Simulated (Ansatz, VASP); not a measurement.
## GaN in VASP and in Ansatz

Contents of INCAR:

```
SYSTEM = GaN
PREC = Accurate
ENCUT = 520
EDIFF = 1E-6
ISMEAR = -1
SIGMA = 0.02
LREAL = .False.
LASPH = .True.
NELM = 100
ALGO = Normal
ISIF = 2
LWAVE = .False.
LCHARG = .False.
GGA = PE
NBANDS = 16
```

The input KPOINTS:

```
regular mesh
0
Gamma
  10 10 10
  0 0 0
```

The input POSCAR:

```
GaN
1.0
    0.0000000000      2.2489526325      2.2489526325
    2.2489526325      0.0000000000      2.2489526325
    2.2489526325      2.2489526325      0.0000000000
Ga N
1 1
Direct
    0.0000000000      0.0000000000      0.0000000000
    0.7500000000      0.7500000000      0.7500000000
```

Input for Ansatz:

```yaml
crystal:
  lattice:
    - [0.0, 2.2489526325, 2.2489526325]
    - [2.2489526325, 0.0, 2.2489526325]
    - [2.2489526325, 2.2489526325, 0.0]
  atoms:
    - { symbol: Ga, position: [0.0, 0.0, 0.0] }
    - { symbol: "N", position: [0.75, 0.75, 0.75] }
kpoints:
  mp_grid: { grid: [10, 10, 10] }
  band_path:
    path:
      - [[0.0, 0.0, 0.0], [-0.5, -0.5, -1.699545252361e-34], [-0.375, -0.375, 0.25]]
      - [[-0.375, -3.094838583406e-17, 0.375], [0.0, 0.0, 0.0], [1.324092912541e-17, 1.324092912541e-17, 0.5], [-0.5, -0.25, 0.25], [-0.5, -0.5, -1.699545252361e-34]]
    npoints: 10
hamiltonian:
  xc: pbe
scf:
  occupations: { method: fermi_dirac, width: 0.02 }
  n_extra_bands: 4
output:
  forces: true
  stress: true
  eigenvalues: true
```

Alike in both runs: task single point; functional PBE; k mesh 10 × 10 × 10; occupations fermi-dirac, width 0.02 eV; no spin polarisation.

```csv
,VASP,Ansatz
version,VASP 6.6.1,Ansatz 0.2.0
potentials or method,"VASP PAW PBE potentials, release 64 (Ga_d, N)","plane waves, PAW"
plane-wave cutoff (eV),520,420
valence electrons in the cell,18,18
```

```tsv
	VASP	Ansatz	Ansatz less VASP
gap on the k mesh at the Fermi level (eV)	1.76	1.76	-0.008
pressure (GPa)	6.3	6.2	-0.06
```
